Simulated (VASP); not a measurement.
# Pd (P6_3/mmc) in VASP: notebook

Runs on Pd. Level: revPBE. Tasks: single point.

All numbers are computed with VASP 6.6.1; they aren't measurements. Logs are shortened: lines on timing, memory, paths and dates and some standing lists are left out, and cuts for length are marked.

## Step 1: The cell of the first run

Symmetry: P6_3/mmc, No. 194, hexagonal system. Conventional cell: a = 2.823 Å, b = 2.823 Å, c = 4.741 Å, α = 90.00°, β = 90.00°, γ = 120.00°. Within 3.7 Å of Pd (site symmetry -6m2) lie 12 Pd at 2.82 to 2.88 Å.

This isn't the form of Pd at room conditions, which is fcc.

## Step 2: Single point, revPBE, collinear spin (16.36 Å³/atom)

File INCAR:

```
SYSTEM = Pd
PREC     = Accurate       ! precision mode
ENCUT    = 520            ! plane-wave cutoff, eV
EDIFF    = 1E-6           ! SCF threshold, eV
ISMEAR   = -1             ! smearing method
SIGMA    = 0.05           ! smearing width, eV
LREAL    = .FALSE.        ! projectors in reciprocal space
LASPH    = .TRUE.         ! aspherical terms in the spheres
NELM     = 150            ! most SCF steps
ALGO     = Normal         ! electronic algorithm
ISIF     = 2              ! what is computed and relaxed
LWAVE    = .FALSE.        ! write WAVECAR
LCHARG   = .TRUE.         ! write CHGCAR
ISPIN    = 2              ! spin polarisation
MAGMOM   = 0.349 0.349    ! initial moments
LORBIT   = 11             ! projections on sites
LMAXMIX  = 4              ! l up to which the mixer works
GGA      = RE             ! functional
LELF     = .TRUE.         ! ELF
LVHAR    = .TRUE.       
NBANDS   = 21             ! bands
```

File KPOINTS:

```
Automatic mesh
0
G
  15 15 8
  0 0 0
```

File POSCAR:

```
Pd
1.0
    2.8228532215      0.0000000000      0.0000000000
   -1.4114266107      2.4446626009      0.0000000000
    0.0000000000      0.0000000000      4.7405427996
Pd
2
Direct
    0.3333333333      0.6666666667      0.2500000000
    0.6666666667      0.3333333333      0.7500000000
```

Potentials or basis: VASP PAW PBE potentials, release 64 (Pd).

On the command line:

```bash
$ cat potpaw_PBE.64/Pd/POTCAR > POTCAR
$ mpirun -np 1 vasp_std > vasp.out
```

OUTCAR:

```text
SYSTEM = Pd
   PREC = Accurate
   ENCUT = 520
   EDIFF = 1E-6
   ISMEAR = -1
   LREAL = .FALSE.
   LASPH = .TRUE.
   NELM = 150
   ISIF = 2
   ISPIN = 2
   LORBIT = 11
   GGA = RE

 ion  position               nearest neighbor table
   1  0.333  0.667  0.250-   2 2.88   2 2.88   2 2.88   2 2.88   2 2.88   2 2.88
   2  0.667  0.333  0.750-   1 2.88   1 2.88   1 2.88   1 2.88   1 2.88   1 2.88

  LATTYP: Found a hexagonal cell.
 ALAT       =     2.8228532215
 C/A-ratio  =     1.6793444177

  Lattice vectors:

 A1 = (   2.8228532215,   0.0000000000,   0.0000000000)
 A2 = (  -1.4114266107,   2.4446626009,   0.0000000000)
 A3 = (   0.0000000000,   0.0000000000,   4.7405427996)

Analysis of symmetry for initial positions (statically):
=====================================================================
 Subroutine PRICEL returns:
 Original cell was already a primitive cell.

 Routine SETGRP: Setting up the symmetry group for a
 hexagonal supercell.

 Subroutine GETGRP returns: Found 24 space group operations
 (whereof 12 operations were pure point group operations)
 out of a pool of 24 trial point group operations.

The static configuration has the point symmetry D_3d.
 The point group associated with its full space group is D_6h.

Analysis of symmetry for dynamics (positions and initial velocities):
=====================================================================
 Subroutine PRICEL returns:
 Original cell was already a primitive cell.

 Routine SETGRP: Setting up the symmetry group for a
 hexagonal supercell.

 Subroutine GETGRP returns: Found 24 space group operations
 (whereof 12 operations were pure point group operations)
 out of a pool of 24 trial point group operations.

The dynamic configuration has the point symmetry D_3d.
 The point group associated with its full space group is D_6h.

Analysis of structural, dynamic, and magnetic symmetry:
=====================================================================
 Subroutine PRICEL returns:
 Original cell was already a primitive cell.

 Routine SETGRP: Setting up the symmetry group for a
 hexagonal supercell.

 Subroutine GETGRP returns: Found 24 space group operations
 (whereof 12 operations were pure point group operations)
 out of a pool of 24 trial point group operations.

The overall configuration has the point symmetry D_3d.
 The point group associated with its full space group is D_6h.

 Subroutine INISYM returns: Found 24 space group operations
 (whereof 12 operations are pure point group operations),
 and found     1 'primitive' translations

----------------------------------------------------------------------------------------

                                     Primitive cell

  volume of cell :      32.7141

  direct lattice vectors                    reciprocal lattice vectors
     2.822853221  0.000000000  0.000000000     0.354251504  0.204527201  0.000000000
    -1.411426611  2.444662601  0.000000000     0.000000000  0.409054403  0.000000000
     0.000000000  0.000000000  4.740542800     0.000000000  0.000000000  0.210946308

  length of vectors
     2.822853221  2.822853221  4.740542800     0.409054403  0.409054403  0.210946308

  position of ions in fractional coordinates (direct lattice)
     0.333333333  0.666666667  0.250000000
     0.666666667  0.333333333  0.750000000

  ion indices of the primitive-cell ions
   primitive index   ion index
                 1           1
                 2           2

----------------------------------------------------------------------------------------

 KPOINTS: Automatic mesh

Automatic generation of k-mesh.
 Grid dimensions read from file:
 generate k-points for:   15   15    8

 Generating k-lattice:

  Cartesian coordinates                     Fractional coordinates (reciprocal lattice)
     0.023616767  0.013635147  0.000000000     0.066666667  0.000000000  0.000000000
     0.000000000  0.027270294  0.000000000     0.000000000  0.066666667  0.000000000
     0.000000000  0.000000000  0.026368288     0.000000000  0.000000000  0.125000000

  Length of vectors
     0.027270294  0.027270294  0.026368288

  Shift w.r.t. Gamma in fractional coordinates (k-lattice)
     0.000000000  0.000000000  0.000000000

 Subroutine IBZKPT returns following result:
 ===========================================

 Found    135 irreducible k-points:

 Following reciprocal coordinates:
            Coordinates               Weight
  0.000000  0.000000  0.000000      1.000000
  0.066667 -0.000000  0.000000      6.000000
  0.133333  0.000000  0.000000      6.000000
  0.200000 -0.000000  0.000000      6.000000
  0.266667  0.000000  0.000000      6.000000
  0.333333  0.000000  0.000000      6.000000
[... 16 lines left out ...]
  0.333333  0.200000  0.000000     12.000000
  0.400000  0.200000  0.000000      6.000000
 [... further k-points ...]
   k-points           NKPTS =    135   k-points in BZ     NKDIM =    135   number of bands    NBANDS=     21
   number of dos      NEDOS =    301   number of ions     NIONS =      2
   total plane-waves  NPLWV =  20736
   dimension x,y,z NGX =    24 NGY =   24 NGZ =   36
   dimension x,y,z NGXF=    48 NGYF=   48 NGZF=   72
   ions per type =               2
   NGX,Y,Z   is equivalent  to a cutoff of  14.13, 14.13, 12.62 a.u.
   NGXF,Y,Z  is equivalent  to a cutoff of  28.27, 28.27, 25.25 a.u.
 SYSTEM =  Pd
   PREC   = accura    normal or accurate (medium, high low for compatibility)
   ISTART =      0    job   : 0-new  1-cont  2-samecut
   ICHARG =      2    charge: 1-file 2-atom 10-const
   ISPIN  =      2    spin polarized calculation?
   LNONCOLLINEAR =      F non collinear calculations
   LSORBIT =      F    spin-orbit coupling
   LASPH  =      T    aspherical Exc in radial PAW
   ENCUT  =  520.0 eV  38.22 Ry    6.18 a.u.   5.25  5.25  8.81*2*pi/ulx,y,z
   NELM   =    150;   NELMIN=  2; NELMDL= -5     # of ELM steps
   EDIFF  = 0.1E-05   stopping-criterion for ELM
   LREAL  =      F    real-space projection
   EDIFFG = 0.1E-04   stopping-criterion for IOM
   NSW    =      0    number of steps for IOM
   IBRION =     -1    ionic relax: 0-MD 1-quasi-New 2-CG
   NFREE  =      0    steps in history (QN), initial steepest desc. (CG)
   ISIF   =      2    stress and relaxation
   ISYM   =      2    0-nonsym 1-usesym 2-fastsym
   POTIM  = 0.5000    time-step for ionic-motion
   TEBEG  =    0.0;   TEEND  =   0.0 temperature during run
   PSTRESS=    0.0 pullay stress
   NELECT =      20.0000    total number of electrons
   NUPDOWN=      -1.0000    fix difference up-down
   EMIN   =  10.00;   EMAX   =-10.00  energy-range for DOS
   EFERMI =   0.00;   METHOD = LEGACY
   ISMEAR =    -1;   SIGMA  =   0.05  broadening in eV -4-tet -1-fermi 0-gaus
   EFERMI_NEDOS =   21; number of points for ismear=-14 and -15
   IALGO  =     38    algorithm
   IMIX   =      4    mixing-type and parameters
     AMIX     =   0.40;   BMIX     =  1.00
     AMIX_MAG =   1.60;   BMIX_MAG =  1.00
  volume/ion in A,a.u.               =      16.36       110.38
  Fermi-wavevector in a.u.,A,eV,Ry     =   1.389440  2.625660 26.266631  1.930543
  Thomas-Fermi vector in A             =   2.513470
   LORBIT       =     11    0 simple, 1 ext, 2 COOP (PROOUT), +10 PAW based schemes
   GGA     = RE    functional components
   LHFCALC =     F    Hartree Fock is set to
   AEXX    =    0.0000 exact exchange contribution
   IVDW    =     0    specifies the selected vdW correction
   LEPSILON=     F    determine dielectric tensor
   LRPA    =     F    only Hartree local field effects (RPA)
 spin polarized calculation
  energy-cutoff  :      520.00
  volume of cell :       32.71
 maximum number of plane-waves:       894
 NGX is ok and might be reduce to    24
   NGX = 11   NGY = 11   NGZ = 17

 number of electron      19.9999998 magnetization       0.7368875

 Free energy of the ion-electron system (eV)
  ---------------------------------------------------
  ext. energy  EPLUGINS =         0.00000000
  ---------------------------------------------------
  free energy    TOTEN  =        -9.43609755 eV

  energy without entropy =       -9.40306148  energy(sigma->0) =       -9.41957951

 E-fermi :   8.2516     XC(G=0): -12.4626

 val. band max:        8.2498991278   @ k =   0.4000   0.2000   0.0000
 cond. band min:       8.2586898011   @ k =   0.3333   0.0000   0.3750
 fundamental gap:      0.0087906733
 Fermi energy:         8.2515633120

 spin component 1

 k-point     1 :       0.0000    0.0000    0.0000
  band No.  band energies     occupation
      1       1.8771      1.00000
      2       3.5763      1.00000
      3       5.5382      1.00000
      4       5.7676      1.00000
      5       5.7676      1.00000
      6       6.0500      1.00000
[... 13 lines left out ...]
     20      31.9640      0.00000
     21      32.0020      0.00000

 k-point     2 :       0.0667   -0.0000    0.0000
  band No.  band energies     occupation
      1       2.0116      1.00000
      2       3.6699      1.00000
      3       5.4857      1.00000
      4       5.8090      1.00000
      5       5.8518      1.00000
      6       6.0097      1.00000
[... 13 lines left out ...]
     20      32.0943      0.00000
     21      32.9771      0.00000

 k-point     3 :       0.1333    0.0000    0.0000
  band No.  band energies     occupation
      1       2.3981      1.00000
      2       3.9150      1.00000
      3       5.3449      1.00000
      4       5.8391      1.00000
      5       6.0326      1.00000
      6       6.0967      1.00000
[... 13 lines left out ...]
     20      32.3496      0.00000
     21      32.5681      0.00000
[... 457 lines left out ...]
 k-point    23 :       0.3333    0.2000    0.0000
  band No.  band energies     occupation
      1       4.3071      1.00000
      2       4.3747      1.00000
      3       4.6186      1.00000
      4       5.6059      1.00000
      5       5.6765      1.00000
      6       5.9740      1.00000
[... 13 lines left out ...]
     20      32.8925      0.00000
     21      33.5512      0.00000

 k-point    24 :       0.4000    0.2000    0.0000
  band No.  band energies     occupation
      1       4.2567      1.00000
      2       4.3303      1.00000
      3       4.6129      1.00000
      4       5.6476      1.00000
      5       5.8229      1.00000
      6       5.8673      1.00000
[... 13 lines left out ...]
     20      32.8955      0.00000
     21      34.1295      0.00000

 [... further k-points ...]

 spin component 2

 k-point     1 :       0.0000    0.0000    0.0000
  band No.  band energies     occupation
      1       1.8836      1.00000
      2       3.7662      1.00000
      3       5.8334      1.00000
      4       6.0459      1.00000
      5       6.0459      1.00000
      6       6.3362      1.00000
[... 13 lines left out ...]
     20      32.0015      0.00000
     21      32.0026      0.00000

 k-point     2 :       0.0667   -0.0000    0.0000
  band No.  band energies     occupation
      1       2.0182      1.00000
      2       3.8620      1.00000
      3       5.7715      1.00000
      4       6.0949      1.00000
      5       6.1314      1.00000
      6       6.2940      1.00000
[... 13 lines left out ...]
     20      32.0892      0.00000
     21      32.9970      0.00000

 k-point     3 :       0.1333    0.0000    0.0000
  band No.  band energies     occupation
      1       2.4059      1.00000
      2       4.1142      1.00000
      3       5.6165      1.00000
      4       6.1212      1.00000
      5       6.3229      1.00000
      6       6.3800      1.00000
[... 13 lines left out ...]
     20      32.3477      0.00000
     21      32.6210      0.00000
[... 457 lines left out ...]
 k-point    23 :       0.3333    0.2000    0.0000
  band No.  band energies     occupation
      1       4.4879      1.00000
      2       4.5997      1.00000
      3       4.8086      1.00000
      4       5.8201      1.00000
      5       5.8634      1.00000
      6       6.1858      1.00000
[... 13 lines left out ...]
     20      32.9280      0.00000
     21      33.5461      0.00000

 k-point    24 :       0.4000    0.2000    0.0000
  band No.  band energies     occupation
      1       4.4382      1.00000
      2       4.5541      1.00000
      3       4.8056      1.00000
      4       5.8638      1.00000
      5       6.0210      1.00000
      6       6.0749      1.00000
[... 13 lines left out ...]
     20      32.9323      0.00000
     21      34.1233      0.00000

 [... further k-points ...]
[... 5 lines left out ...]
  --------------------------------------------------------------------------------------
  -------------------------------------------------------------------------------------
  Total       -1.0140614     -1.0140614     -1.2414888     -0.0000000      0.0000000      0.0000000
  in kB      -49.6637545    -49.6637545    -60.8020324     -0.0000000      0.0000000      0.0000000
  external PRESSURE =     -53.3765138 kB  Pullay stress =       0.0000000 kB

 VOLUME and BASIS-vectors are now :
 -----------------------------------------------------------------------------
  energy-cutoff  :      520.00
  volume of cell :       32.71
      direct lattice vectors                 reciprocal lattice vectors
     2.822853221  0.000000000  0.000000000     0.354251504  0.204527201  0.000000000
    -1.411426611  2.444662601  0.000000000     0.000000000  0.409054403  0.000000000
     0.000000000  0.000000000  4.740542800     0.000000000  0.000000000  0.210946308

 POSITION                                       TOTAL-FORCE (eV/Angst)
 -----------------------------------------------------------------------------------
     -0.00000      1.62978      1.18514         0.000000     -0.000000      0.000000
      1.41143      0.81489      3.55541        -0.000000      0.000000      0.000000
 -----------------------------------------------------------------------------------
    total drift:                                0.000000     -0.000000      0.000000

  FREE ENERGIE OF THE ION-ELECTRON SYSTEM (eV)
  ---------------------------------------------------
  free  energy   TOTEN  =        -9.4360975474 eV

  energy  without entropy=       -9.4030614818  energy(sigma->0) =       -9.41957951

 total charge

# of ion       s       p       d       tot
------------------------------------------
    1        0.441   0.376   8.440   9.257
    2        0.441   0.376   8.440   9.257
--------------------------------------------------
tot          0.881   0.753  16.879  18.513

 magnetization (x)

# of ion       s       p       d       tot
------------------------------------------
    1       -0.003  -0.009   0.384   0.373
    2       -0.003  -0.009   0.384   0.373
--------------------------------------------------
tot         -0.005  -0.018   0.769   0.746
```

Wall time 2.3 min (1 thread of Intel Xeon 8259CL, shared host); peak memory 0.26 GiB.

What came out:

| Quantity | Value |
| --- | --- |
| Free energy | -9.4361 eV |
| Pressure | -5.3 GPa |
| Net moment | 0.74 μB per cell |
| Site moments | Pd +0.37 μB |
| Valence electrons inside the program's atomic spheres | Pd 9.26 |

Stress tensor (GPa, compression positive):
```
-4.97  0.00  0.00
 0.00 -4.97  0.00
 0.00  0.00 -6.08
```

Levels at points of the mesh, in eV from the Fermi level:
Spin up:
| k point | band 8 | band 9 | band 10 | band 11 | band 12 | band 13 |
| --- | --- | --- | --- | --- | --- | --- |
| (0.00, 0.00, 0.00) | -1.54 | -1.54 | -0.37 | -0.37 | 1.02 | 6.06 |
| (0.00, 0.00, 0.50) | -2.51 | -0.77 | -0.77 | -0.77 | -0.77 | 13.04 |
Spin down:
```
           k point  band 7  band 8  band 9  band 10  band 11  band 12  band 13  band 14
(0.00, 0.00, 0.00)   -1.92   -1.29   -1.29    -0.11    -0.11     1.00     6.24    16.99
(0.00, 0.00, 0.50)   -2.24   -2.24   -0.50    -0.50    -0.50    -0.50    13.11    13.11
```

Caveat: the cell stands under tension; the PAW data sets were made with another functional, which shifts forces and pressure a little.

## Step 3: Single point, revPBE, collinear spin (16.99 Å³/atom)

This run uses another cell than the first one, of 16.99 Å³/atom.

File INCAR:

```
SYSTEM = Pd
  PREC = Accurate
  ENCUT = 520
  EDIFF = 1E-6
  ISMEAR = -1
  SIGMA = 0.05
  LREAL = .False.
  LASPH = .True.
  NELM = 150
  ALGO = Normal
  ISIF = 2
  LWAVE = .False.
  LCHARG = .False.
  ISPIN = 2
  MAGMOM = 0.349 0.349
  LORBIT = 11
  LMAXMIX = 4
  GGA = RE
  NBANDS = 21
```

File KPOINTS:

```
Automatic mesh
0
Gamma
  15 15 8
  0 0 0
```

File POSCAR:

```
Pd
1.0
    2.8585893344      0.0000000000      0.0000000000
   -1.4292946672      2.4756109826      0.0000000000
    0.0000000000      0.0000000000      4.8005560414
Pd
2
Direct
    0.3333333333      0.6666666667      0.2500000000
    0.6666666667      0.3333333333      0.7500000000
```

Potentials or basis: VASP PAW PBE potentials, release 64 (Pd).

On the command line:

```bash
$ cat potpaw_PBE.64/Pd/POTCAR > POTCAR
$ mpirun -np 1 vasp_std > vasp.out
```

It took 2.5 min on 1 thread of Intel Xeon 8259CL, shared host; peak memory 0.26 GiB.

The run converged. Its results:

```yaml
Free_energy: -9.3784 eV
Pressure: -9.4 GPa
Net_moment: 0.76 μB per cell
Site_moments: Pd +0.39 μB
Valence_electrons_inside_the_program's_atomic_spheres: Pd 9.20
```

Stress tensor (GPa, compression positive):
```
-9.08  0.00  0.00
 0.00 -9.08  0.00
 0.00  0.00 -9.91
```

Levels at points of the mesh, in eV from the Fermi level:
Spin up:
```tsv
k point	band 8	band 9	band 10	band 11	band 12	band 13
(0.00, 0.00, 0.00)	-1.47	-1.47	-0.37	-0.37	1.11	5.80
(0.00, 0.00, 0.50)	-2.38	-0.74	-0.74	-0.74	-0.74	12.73
```
Spin down:
| k point | band 8 | band 9 | band 10 | band 11 | band 12 | band 13 |
| --- | --- | --- | --- | --- | --- | --- |
| (0.00, 0.00, 0.00) | -1.21 | -1.21 | -0.10 | -0.10 | 1.09 | 5.99 |
| (0.00, 0.00, 0.50) | -2.10 | -0.47 | -0.47 | -0.47 | -0.47 | 12.80 |

Caveat: the cell stands under tension; the PAW data sets were made with another functional, which shifts forces and pressure a little.

(Part 1 of 2 ends here.)
